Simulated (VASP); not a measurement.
# Nb (Fm-3m) in VASP: notebook

Runs on Nb. Level: LDA. Tasks: single point.

All numbers are computed with VASP 6.6.1; they aren't measurements. Logs are shortened: lines on timing, memory, paths and dates and some standing lists are left out, and cuts for length are marked.

## Step 1: The cell of the first run

The structure is cubic, space group Fm-3m (No. 225). Conventional cell: a = 4.014 Å, b = 4.014 Å, c = 4.014 Å, α = 90.00°, β = 90.00°, γ = 90.00°. Within 3.7 Å of Nb (site symmetry m-3m) lie 12 Nb at 2.84 Å.

## Step 2: Single point, LDA

The input, INCAR:

```
ALGO = Normal
EDIFF = 1E-6
ENCUT = 520
GGA = CA
ISIF = 2
ISMEAR = 1
LASPH = T
LCHARG = F
LREAL = F
LWAVE = F
NBANDS = 12
NELM = 100
PREC = Accurate
SIGMA = 0.05
```

The input, KPOINTS:

```
k-points
0
Gamma
  18 18 18
```

The input, POSCAR:

```
Nb
1.0
    0.0000000000      2.0070355328      2.0070355328
    2.0070355328      0.0000000000      2.0070355328
    2.0070355328      2.0070355328      0.0000000000
Nb
1
Direct
    0.0000000000      0.0000000000      0.0000000000
```

Potentials or basis: VASP PAW LDA potentials, release 64 (Nb_sv).

Started as:

```sh
$ cat potpaw_LDA.64/Nb_sv/POTCAR > POTCAR
$ mpirun -np 1 vasp_std > vasp.out
```

OUTCAR:

```text
EDIFF = 1E-6
   ENCUT = 520
   GGA = CA
   ISIF = 2
   ISMEAR = 1
   LASPH = T
   LREAL = F
   NELM = 100
   PREC = Accurate

 ion  position               nearest neighbor table
   1  0.000  0.000  0.000-

  LATTYP: Found a face centered cubic cell.
 ALAT       =     4.0140710656

  Lattice vectors:

 A1 = (   0.0000000000,   2.0070355328,   2.0070355328)
 A2 = (   2.0070355328,   0.0000000000,   2.0070355328)
 A3 = (   2.0070355328,   2.0070355328,   0.0000000000)

Analysis of symmetry for initial positions (statically):
=====================================================================
 Subroutine PRICEL returns:
 Original cell was already a primitive cell.

 Routine SETGRP: Setting up the symmetry group for a
 face centered cubic supercell.

 Subroutine GETGRP returns: Found 48 space group operations
 (whereof 48 operations were pure point group operations)
 out of a pool of 48 trial point group operations.

The static configuration has the point symmetry O_h .

Analysis of symmetry for dynamics (positions and initial velocities):
=====================================================================
 Subroutine PRICEL returns:
 Original cell was already a primitive cell.

 Routine SETGRP: Setting up the symmetry group for a
 face centered cubic supercell.

 Subroutine GETGRP returns: Found 48 space group operations
 (whereof 48 operations were pure point group operations)
 out of a pool of 48 trial point group operations.

The dynamic configuration has the point symmetry O_h .

 Subroutine INISYM returns: Found 48 space group operations
 (whereof 48 operations are pure point group operations),
 and found     1 'primitive' translations

----------------------------------------------------------------------------------------

                                     Primitive cell

  volume of cell :      16.1694

  direct lattice vectors                    reciprocal lattice vectors
     0.000000000  2.007035533  2.007035533    -0.249123641  0.249123641  0.249123641
     2.007035533  0.000000000  2.007035533     0.249123641 -0.249123641  0.249123641
     2.007035533  2.007035533  0.000000000     0.249123641  0.249123641 -0.249123641

  length of vectors
     2.838376871  2.838376871  2.838376871     0.431494804  0.431494804  0.431494804

  position of ions in fractional coordinates (direct lattice)
     0.000000000  0.000000000  0.000000000

  ion indices of the primitive-cell ions
   primitive index   ion index
                 1           1
[... 74 lines left out ...]
   EDIFFG = 0.1E-04   stopping-criterion for IOM
   NSW    =      0    number of steps for IOM
   IBRION =     -1    ionic relax: 0-MD 1-quasi-New 2-CG
   NFREE  =      0    steps in history (QN), initial steepest desc. (CG)
   ISIF   =      2    stress and relaxation
   ISYM   =      2    0-nonsym 1-usesym 2-fastsym
   POTIM  = 0.5000    time-step for ionic-motion
   TEBEG  =    0.0;   TEEND  =   0.0 temperature during run
   PSTRESS=    0.0 pullay stress
   NELECT =      13.0000    total number of electrons
   NUPDOWN=      -1.0000    fix difference up-down
   EMIN   =  10.00;   EMAX   =-10.00  energy-range for DOS
   EFERMI =   0.00;   METHOD = LEGACY
   ISMEAR =     1;   SIGMA  =   0.05  broadening in eV -4-tet -1-fermi 0-gaus
   EFERMI_NEDOS =   21; number of points for ismear=-14 and -15
   IALGO  =     38    algorithm
   IMIX   =      4    mixing-type and parameters
     AMIX     =   0.40;   BMIX     =  1.00
     AMIX_MAG =   1.60;   BMIX_MAG =  1.00
  volume/ion in A,a.u.               =      16.17       109.12
  Fermi-wavevector in a.u.,A,eV,Ry     =   1.522267  2.876668 31.528745  2.317297
  Thomas-Fermi vector in A             =   2.630870
   LORBIT       =      0    0 simple, 1 ext, 2 COOP (PROOUT), +10 PAW based schemes
   GGA     = CA    functional components
   LHFCALC =     F    Hartree Fock is set to
   AEXX    =    0.0000 exact exchange contribution
   IVDW    =     0    specifies the selected vdW correction
   LEPSILON=     F    determine dielectric tensor
   LRPA    =     F    only Hartree local field effects (RPA)
 non-spin polarized calculation
 Methfessel and Paxton  Order N= 1 SIGMA  =   0.05
  energy-cutoff  :      520.00
  volume of cell :       16.17
 maximum number of plane-waves:       448
 NGX is ok and might be reduce to    24
   NGX = 11   NGY = 11   NGZ = 11

 number of electron      13.0000001 magnetization

 Free energy of the ion-electron system (eV)
  ---------------------------------------------------
  ext. energy  EPLUGINS =         0.00000000
  ---------------------------------------------------
  free energy    TOTEN  =       -10.80105933 eV

  energy without entropy =      -10.80096625  energy(sigma->0) =      -10.80102830

 E-fermi :  12.9933     XC(G=0): -13.2802

 val. band max:       12.9852653879   @ k =   0.5000   0.2222   0.0000
 cond. band min:      12.9933530458   @ k =  -0.1667   0.1667   0.0556
 fundamental gap:      0.0080876579
 Fermi energy:        12.9933431422

 k-point     1 :       0.0000    0.0000    0.0000
  band No.  band energies     occupation
      1     -41.3994      2.00000
      2     -16.5782      2.00000
      3     -16.5782      2.00000
      4     -16.5782      2.00000
      5       6.4880      2.00000
      6      12.9368      2.06779
      7      12.9368      2.06779
      8      12.9368      2.06779
      9      16.1048      0.00000
     10      16.1048      0.00000
     11      24.9725      0.00000
     12      30.3650      0.00000
[... 331 lines left out ...]
 k-point    24 :      -0.2222    0.0556    0.0000
  band No.  band energies     occupation
      1     -41.2257      2.00000
      2     -17.5290      2.00000
      3     -16.7597      2.00000
      4     -16.6724      2.00000
      5       8.4673      2.00000
      6      12.0233      2.00000
      7      13.3518     -0.00000
      8      13.4798     -0.00000
      9      15.5679      0.00000
     10      16.6437      0.00000
     11      26.1135      0.00000
     12      29.5185      0.00000

 [... further k-points ...]
[... 5 lines left out ...]
  --------------------------------------------------------------------------------------
  -------------------------------------------------------------------------------------
  Total        1.9956783      1.9956783      1.9956783     -0.0000000      0.0000000     -0.0000000
  in kB      197.7451901    197.7451901    197.7451901     -0.0000000      0.0000000     -0.0000000
  external PRESSURE =     197.7451901 kB  Pullay stress =       0.0000000 kB

 VOLUME and BASIS-vectors are now :
 -----------------------------------------------------------------------------
  energy-cutoff  :      520.00
  volume of cell :       16.17
      direct lattice vectors                 reciprocal lattice vectors
     0.000000000  2.007035533  2.007035533    -0.249123641  0.249123641  0.249123641
     2.007035533  0.000000000  2.007035533     0.249123641 -0.249123641  0.249123641
     2.007035533  2.007035533  0.000000000     0.249123641  0.249123641 -0.249123641

 POSITION                                       TOTAL-FORCE (eV/Angst)
 -----------------------------------------------------------------------------------
      0.00000      0.00000      0.00000         0.000000      0.000000      0.000000
 -----------------------------------------------------------------------------------
    total drift:                               -0.000000      0.000000      0.000000

  FREE ENERGIE OF THE ION-ELECTRON SYSTEM (eV)
  ---------------------------------------------------
  free  energy   TOTEN  =       -10.8010593306 eV

  energy  without entropy=      -10.8009662467  energy(sigma->0) =      -10.80102830
```

It took 24 s on 1 thread of Intel Xeon 6975P-C, shared host; peak memory 0.15 GiB.

What came out:

```yaml
Free_energy: -10.8011 eV
Pressure: 19.8 GPa
```

Levels at points of the mesh, in eV from the Fermi level:
| k point | band 2 | band 3 | band 4 | band 5 | band 6 | band 7 | band 8 | band 9 | band 10 | band 11 |
| --- | --- | --- | --- | --- | --- | --- | --- | --- | --- | --- |
| (0.00, 0.00, 0.00) | -29.57 | -29.57 | -29.57 | -6.51 | -0.06 | -0.06 | -0.06 | 3.11 | 3.11 | 11.98 |
| (0.50, 0.00, 0.00) | -31.49 | -29.81 | -29.81 | -4.45 | -0.32 | -0.32 | 2.10 | 5.58 | 5.58 | 11.80 |
| (0.50, 0.50, 0.00) | -31.35 | -30.24 | -30.24 | -4.96 | -4.15 | 4.66 | 5.55 | 6.31 | 6.31 | 12.49 |

## Step 3: Single point, LDA

This run uses another cell than the first one, of 16.86 Å³/atom, 1.043 times its volume.

The input, INCAR:

```
PREC = Accurate
ENCUT = 520
EDIFF = 1E-6
ISMEAR = 1
SIGMA = 0.05
LREAL = False
LASPH = True
NELM = 100
ALGO = Normal
ISIF = 2
LWAVE = False
LCHARG = False
GGA = CA
NBANDS = 12
```

The input, KPOINTS:

```
Automatic mesh
0
Gamma
  18 18 18
```

The input, POSCAR:

```
Nb
1.0
    0.0000000000      2.0352839382      2.0352839382
    2.0352839382      0.0000000000      2.0352839382
    2.0352839382      2.0352839382      0.0000000000
Nb
1
Direct
    0.0000000000      0.0000000000      0.0000000000
```

Potentials or basis: VASP PAW LDA potentials, release 64 (Nb_sv).

Started as:

```sh
$ cat potpaw_LDA.64/Nb_sv/POTCAR > POTCAR
$ mpirun -np 1 vasp_std > vasp.out
```

Run time: 31 s. Hardware: 1 thread of Intel Xeon 6975P-C, shared host; peak memory 0.16 GiB.

The run converged. Its results:

```yaml
Free_energy: -10.8653 eV
Pressure: 9.9 GPa
```

Levels at points of the mesh, in eV from the Fermi level:
```tsv
k point	band 2	band 3	band 4	band 5	band 6	band 7	band 8	band 9	band 10	band 11
(0.00, 0.00, 0.00)	-29.70	-29.70	-29.70	-6.43	0.00	0.00	0.00	2.99	2.99	11.96
(0.50, 0.00, 0.00)	-31.39	-29.91	-29.91	-4.26	-0.24	-0.24	1.89	5.31	5.31	11.75
(0.50, 0.50, 0.00)	-31.27	-30.29	-30.29	-4.69	-3.89	4.34	5.28	6.00	6.00	12.13
```

## Step 4: Single point, LDA

This run uses another cell than the first one, of 17.28 Å³/atom, 1.069 times its volume.

The input, INCAR:

```
SYSTEM = Nb
  ALGO = Normal
  EDIFF = 1E-6
  ENCUT = 520
  GGA = CA
  ISIF = 2
  ISMEAR = 1
  LASPH = .TRUE.
  LCHARG = .FALSE.
  LREAL = .FALSE.
  LWAVE = .FALSE.
  NBANDS = 12
  NELM = 80
  PREC = Accurate
  SIGMA = 0.05
```

The input, KPOINTS:

```
k-points
0
G
  18 18 18
  0 0 0
```

The input, POSCAR:

```
Nb
1.0
    0.0000000000      2.0518620395      2.0518620395
    2.0518620395      0.0000000000      2.0518620395
    2.0518620395      2.0518620395      0.0000000000
Nb
1
Direct
    0.0000000000      0.0000000000      0.0000000000
```

Started as:

```sh
$ cat potpaw_LDA.64/Nb_sv/POTCAR > POTCAR
$ mpirun -np 1 vasp_std > vasp.out
```

It took 30 s on 1 thread of Intel Xeon 6975P-C, shared host; peak memory 0.16 GiB.

It converged, with:

```
Free energy : -10.8846 eV
Pressure    : 4.8 GPa
```

Levels at points of the mesh, in eV from the Fermi level:
```csv
k point,band 2,band 3,band 4,band 5,band 6,band 7,band 8,band 9,band 10,band 11
"(0.00, 0.00, 0.00)",-29.77,-29.77,-29.77,-6.38,0.02,0.02,0.02,2.91,2.91,11.95
"(0.50, 0.00, 0.00)",-31.34,-29.97,-29.97,-4.16,-0.21,-0.21,1.78,5.16,5.16,11.63
"(0.50, 0.50, 0.00)",-31.23,-30.32,-30.32,-4.54,-3.75,4.17,5.13,5.82,5.82,11.92
```

## Step 5: Single point, LDA

This run uses another cell than the first one, of 17.73 Å³/atom, 1.097 times its volume.

The input, INCAR:

```
PREC = Accurate
ENCUT = 520
EDIFF = 1E-7
ISMEAR = 1
SIGMA = 0.05
LREAL = F
LASPH = T
NELM = 100
ALGO = Normal
ISIF = 2
LWAVE = F
LCHARG = T
GGA = CA
LELF = T
LVHAR = T
NBANDS = 12
```

The input, KPOINTS:

```
Automatic mesh
0
Gamma
  18 18 18
```

The input, POSCAR:

```
Nb
1.0
    0.0000000000      2.0697569604      2.0697569604
    2.0697569604      0.0000000000      2.0697569604
    2.0697569604      2.0697569604      0.0000000000
Nb
1
Direct
    0.0000000000      0.0000000000      0.0000000000
```

Started as:

```sh
$ cat potpaw_LDA.64/Nb_sv/POTCAR > POTCAR
$ mpirun -np 1 vasp_std > vasp.out
```

It used 21 s of CPU time on 1 thread of Intel Xeon 6975P-C, on a shared host.

Results (log left out):

```
Free energy : -10.8915 eV
Pressure    : -0.2 GPa
```

Levels at points of the mesh, in eV from the Fermi level:
| k point | band 4 | band 5 | band 6 | band 7 | band 8 | band 9 |
| --- | --- | --- | --- | --- | --- | --- |
| (0.00, 0.00, 0.00) | -29.86 | -6.34 | 0.03 | 0.03 | 0.03 | 2.82 |
| (0.50, 0.00, 0.00) | -30.04 | -4.07 | -0.18 | -0.18 | 1.65 | 4.99 |
| (0.50, 0.50, 0.00) | -30.37 | -4.39 | -3.62 | 3.98 | 4.95 | 5.62 |

## Step 6: Summary

| cell | gap on the mesh (eV) | pressure (GPa) |
| --- | --- | --- |
| a = 2.838 Å, angles 60.0°, 1 atom | none | 19.8 |
| a = 2.878 Å, angles 60.0°, 1 atom | none | 9.9 |
| a = 2.902 Å, angles 60.0°, 1 atom | none | 4.8 |
| a = 2.927 Å, angles 60.0°, 1 atom | none | -0.2 |

Alike in all rows: task single point; level LDA; potentials or basis VASP PAW LDA potentials, release 64 (Nb_sv); no spin polarisation; k mesh 18 × 18 × 18; cutoff (eV) 520; smearing methfessel-paxton 0.05 eV.

Absolute energies hang on the potentials; compare differences alone.
